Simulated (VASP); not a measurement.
A run of VASP 6.6.1 is set up as follows.

The input INCAR:

```
SYSTEM = C
PREC     = Accurate       ! precision mode
ENCUT    = 600            ! plane-wave cutoff, eV
EDIFF    = 1E-7           ! SCF threshold, eV
ISMEAR   = -1             ! smearing method
SIGMA    = 0.05           ! smearing width, eV
LREAL    = .False.        ! projectors in reciprocal space
LASPH    = .True.         ! aspherical terms in the spheres
NELM     = 80             ! most SCF steps
ALGO     = Normal         ! electronic algorithm
ISIF     = 3              ! what is computed and relaxed
LWAVE    = .False.        ! write WAVECAR
LCHARG   = .False.        ! write CHGCAR
GGA      = PE             ! functional
IBRION   = 2              ! ionic algorithm
NSW      = 32             ! ionic steps
EDIFFG   = -0.005         ! ionic threshold
PSTRESS  = 3800.0
```

File KPOINTS:

```
regular mesh
0
Gamma
  26 26 14
  0 0 0
```

The input POSCAR:

```
C
1.0
    1.5110011300      0.0000000000      0.0000000000
   -0.7555005650      1.3085653637      0.0000000000
    0.0000000000      0.0000000000      3.6527647471
C
2
Direct
    0.3333333333      0.6666666667      0.2500000000
    0.6666666667      0.3333333333      0.7500000000
```

Potentials or basis: VASP PAW PBE potentials, release 64 (C).

Command:

```console
$ cat potpaw_PBE.64/C/POTCAR > POTCAR
$ mpirun -np 1 vasp_std > vasp.out
```

(1) Predict the band gap on the k mesh.

(2) Predict the relaxed volume.

(3) Estimate the relaxed cell.

Results:

(1) zero (band 4 reaches 24.53 eV, above the bottom of band 5 at 16.90 eV).

(2) 3.62 Å³/atom.

(3) a = 1.508 Å, b = 1.508 Å, c = 3.674 Å, α = 90.00°, β = 90.00°, γ = 120.00°.

Caveat: the cell is relaxed towards a set pressure, so the enthalpy falls and the energy may rise.
